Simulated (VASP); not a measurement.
# Sc (C2/m) in VASP: single point with PBE

Aim: the single point of Sc with PBE.

All numbers are computed with VASP 6.6.1; they aren't measurements. Logs are shortened: lines on timing, memory, paths and dates and some standing lists are left out, and cuts for length are marked.

### 1 The cell of the first run

It takes space group C2/m (No. 12, monoclinic). Conventional cell: a = 5.419 Å, b = 3.118 Å, c = 2.983 Å, α = 90.00°, β = 122.19°, γ = 90.00°. Sc (site symmetry 2/m) has 12 Sc at 2.98 to 3.17 Å within 3.9 Å.

### 2 Single point, PBE (strained)

The input, INCAR:

```
SYSTEM = Sc
PREC = Accurate
ENCUT = 500
EDIFF = 1E-6
ISMEAR = 0
SIGMA = 0.1
LREAL = .FALSE.
LASPH = .TRUE.
NELM = 120
ALGO = Normal
ISIF = 2
LWAVE = .FALSE.
LCHARG = .FALSE.
GGA = PE
NBANDS = 12
GGA_COMPAT = .FALSE.
```

The input, KPOINTS:

```
Automatic mesh
0
G
  14 14 14
  0 0 0
```

The input, POSCAR:

```
Sc
1.0
    0.0642097400      2.1408090400      2.2770390400
    2.1733680100      0.0316507700      2.3095980100
    2.2050187800      2.2050187800      0.0000000000
Sc
1
Direct
    0.0000000000      0.0000000000      0.0000000000
```

Potentials or basis: VASP PAW PBE potentials, release 64 (Sc_sv).

Run with:

```sh
cat potpaw_PBE.64/Sc_sv/POTCAR > POTCAR
mpirun -np 1 vasp_std > vasp.out
```

OUTCAR:

```text
SYSTEM = Sc
   PREC = Accurate
   ENCUT = 500
   EDIFF = 1E-6
   ISMEAR = 0
   LREAL = .FALSE.
   LASPH = .TRUE.
   NELM = 120
   ISIF = 2
   GGA = PE

 ion  position               nearest neighbor table
   1  0.000  0.000  0.000-

  LATTYP: Found a base centered monoclinic cell.
 ALAT       =     5.4188704048
 B/A-ratio  =     0.5754644845
 C/A-ratio  =     0.5504796576
 COS(beta)  =    -0.5327443419

  Lattice vectors:

 A1 = (   2.1408090400,   0.0642097400,  -2.2770390400)
 A2 = (  -0.0642097400,  -2.1408090400,  -2.2770390400)
 A3 = (  -2.1091582700,   2.1091582700,  -0.0325589700)

Analysis of symmetry for initial positions (statically):
=====================================================================
 Subroutine PRICEL returns:
 Original cell was already a primitive cell.

 Routine SETGRP: Setting up the symmetry group for a
 base centered monoclinic supercell.

 Subroutine GETGRP returns: Found  4 space group operations
 (whereof  4 operations were pure point group operations)
 out of a pool of  4 trial point group operations.

The static configuration has the point symmetry C_2h.

Analysis of symmetry for dynamics (positions and initial velocities):
=====================================================================
 Subroutine PRICEL returns:
 Original cell was already a primitive cell.

 Routine SETGRP: Setting up the symmetry group for a
 base centered monoclinic supercell.

 Subroutine GETGRP returns: Found  4 space group operations
 (whereof  4 operations were pure point group operations)
 out of a pool of  4 trial point group operations.

The dynamic configuration has the point symmetry C_2h.

 Subroutine INISYM returns: Found  4 space group operations
 (whereof  4 operations are pure point group operations),
 and found     1 'primitive' translations

----------------------------------------------------------------------------------------

                                     Primitive cell

  volume of cell :      21.3289

  direct lattice vectors                    reciprocal lattice vectors
     0.064209740  2.140809040  2.277039040    -0.238770377  0.238770377  0.221414562
     2.173368010  0.031650770  2.309598010     0.235404372 -0.235404372  0.214682553
     2.205018780  2.205018780  0.000000000     0.228438441  0.225072436 -0.218048558

  length of vectors
[... 86 lines left out ...]
   ISIF   =      2    stress and relaxation
   ISYM   =      2    0-nonsym 1-usesym 2-fastsym
   POTIM  = 0.5000    time-step for ionic-motion
   TEBEG  =    0.0;   TEEND  =   0.0 temperature during run
   PSTRESS=    0.0 pullay stress
   NELECT =      11.0000    total number of electrons
   NUPDOWN=      -1.0000    fix difference up-down
   EMIN   =  10.00;   EMAX   =-10.00  energy-range for DOS
   EFERMI =   0.00;   METHOD = LEGACY
   ISMEAR =     0;   SIGMA  =   0.10  broadening in eV -4-tet -1-fermi 0-gaus
   EFERMI_NEDOS =   21; number of points for ismear=-14 and -15
   IALGO  =     38    algorithm
   IMIX   =      4    mixing-type and parameters
     AMIX     =   0.40;   BMIX     =  1.00
     AMIX_MAG =   1.60;   BMIX_MAG =  1.00
  volume/ion in A,a.u.               =      21.33       143.93
  Fermi-wavevector in a.u.,A,eV,Ry     =   1.312854  2.480934 23.450793  1.723585
  Thomas-Fermi vector in A             =   2.443217
   LORBIT       =      0    0 simple, 1 ext, 2 COOP (PROOUT), +10 PAW based schemes
   GGA     = PE    functional components
   LHFCALC =     F    Hartree Fock is set to
   AEXX    =    0.0000 exact exchange contribution
   IVDW    =     0    specifies the selected vdW correction
   LEPSILON=     F    determine dielectric tensor
   LRPA    =     F    only Hartree local field effects (RPA)
 non-spin polarized calculation
 Gauss-broadening in eV      SIGMA  =   0.10
  energy-cutoff  :      500.00
  volume of cell :       21.33
 maximum number of plane-waves:       555
   NGX = 11   NGY = 11   NGZ = 11

 number of electron      11.0000002 magnetization

 Free energy of the ion-electron system (eV)
  ---------------------------------------------------
  ext. energy  EPLUGINS =         0.00000000
  ---------------------------------------------------
  free energy    TOTEN  =        -6.10340298 eV

  energy without entropy =       -6.09563915  energy(sigma->0) =       -6.09952106

 E-fermi :   4.6397     XC(G=0): -10.4680

 val. band max:        4.6385751194   @ k =   0.3571  -0.4286   0.1429
 cond. band min:       4.6421679415   @ k =  -0.1429   0.4286   0.0714
 fundamental gap:      0.0035928221
 Fermi energy:         4.6396706018

 k-point     1 :       0.0000    0.0000    0.0000
  band No.  band energies     occupation
      1     -44.4343      2.00000
      2     -22.7583      2.00000
      3     -22.7431      2.00000
      4     -22.7181      2.00000
      5      -0.7935      2.00000
      6       6.0624      0.00000
      7       6.3542      0.00000
      8       6.8247      0.00000
      9       7.7840      0.00000
     10       8.3534      0.00000
     11      17.9630      0.00000
     12      21.1395      0.00000
[... 331 lines left out ...]
 k-point    24 :       0.0714    0.1429    0.0000
  band No.  band energies     occupation
      1     -44.4170      2.00000
      2     -22.8305      2.00000
      3     -22.7785      2.00000
      4     -22.7443      2.00000
      5      -0.2951      2.00000
      6       5.7685      0.00000
      7       6.5766      0.00000
      8       6.9234      0.00000
      9       7.4883      0.00000
     10       8.3871      0.00000
     11      18.5079      0.00000
     12      19.6024      0.00000

 [... further k-points ...]

------------------------ aborting loop because EDIFF is reached ----------------------------------------

  FORCE on cell =-STRESS in cart. coord.  units (eV):
  Direction    XX          YY          ZZ          XY          YZ          ZX
  --------------------------------------------------------------------------------------
  -------------------------------------------------------------------------------------
  Total        1.3441578      1.3441578      1.0692644     -0.2938133      0.0827331     -0.0827331
  in kB      100.9700533    100.9700533     80.3206928    -22.0705799      6.2147203     -6.2147208
  external PRESSURE =      94.0869331 kB  Pullay stress =       0.0000000 kB

 VOLUME and BASIS-vectors are now :
 -----------------------------------------------------------------------------
  energy-cutoff  :      500.00
  volume of cell :       21.33
      direct lattice vectors                 reciprocal lattice vectors
     0.064209740  2.140809040  2.277039040    -0.238770377  0.238770377  0.221414562
     2.173368010  0.031650770  2.309598010     0.235404372 -0.235404372  0.214682553
     2.205018780  2.205018780  0.000000000     0.228438441  0.225072436 -0.218048558

 POSITION                                       TOTAL-FORCE (eV/Angst)
 -----------------------------------------------------------------------------------
      0.00000      0.00000      0.00000        -0.000000      0.000000      0.000000
 -----------------------------------------------------------------------------------
    total drift:                                0.000000      0.000000     -0.000000

  FREE ENERGIE OF THE ION-ELECTRON SYSTEM (eV)
  ---------------------------------------------------
  free  energy   TOTEN  =        -6.1034029792 eV

  energy  without entropy=       -6.0956391499  energy(sigma->0) =       -6.09952106
```

OSZICAR:

```text
N       E                     dE             d eps       ncg     rms          rms(c)
DAV:   1     0.712782352477E+02    0.71278E+02   -0.50239E+03 17940   0.895E+02
DAV:   2    -0.533498456897E+01   -0.76613E+02   -0.74964E+02 17860   0.282E+02
DAV:   3    -0.664400458451E+01   -0.13090E+01   -0.12840E+01 23076   0.487E+01
DAV:   4    -0.666382871720E+01   -0.19824E-01   -0.19814E-01 22404   0.478E+00
DAV:   5    -0.666411482761E+01   -0.28611E-03   -0.28611E-03 23840   0.547E-01    0.621E+00
DAV:   6    -0.617356583562E+01    0.49055E+00   -0.73779E-01 26952   0.127E+01    0.196E+00
DAV:   7    -0.610737226287E+01    0.66194E-01   -0.15066E-01 28256   0.554E+00    0.493E-01
DAV:   8    -0.610355570179E+01    0.38166E-02   -0.80222E-03 21632   0.125E+00    0.116E-01
DAV:   9    -0.610339980948E+01    0.15589E-03   -0.73508E-04 27312   0.420E-01    0.222E-02
DAV:  10    -0.610340291314E+01   -0.31037E-05   -0.17545E-05 24760   0.446E-02    0.368E-03
DAV:  11    -0.610340297925E+01   -0.66101E-07   -0.62135E-07 12548   0.128E-02
   1 F= -.61034030E+01 E0= -.60995211E+01  d E =-.776383E-02
```

Wall time 2.7 min (1 thread of Intel Xeon 8259CL, shared host); peak memory 0.28 GiB.

Results:

```
Free energy            : -6.1034 eV
Pressure               : 9.4 GPa
Band gap on the k mesh : zero (an odd number of electrons rules out a gap without spin polarisation)
```

Caveat: the cell differs from its parent crystal (strained); the cell stands under pressure.
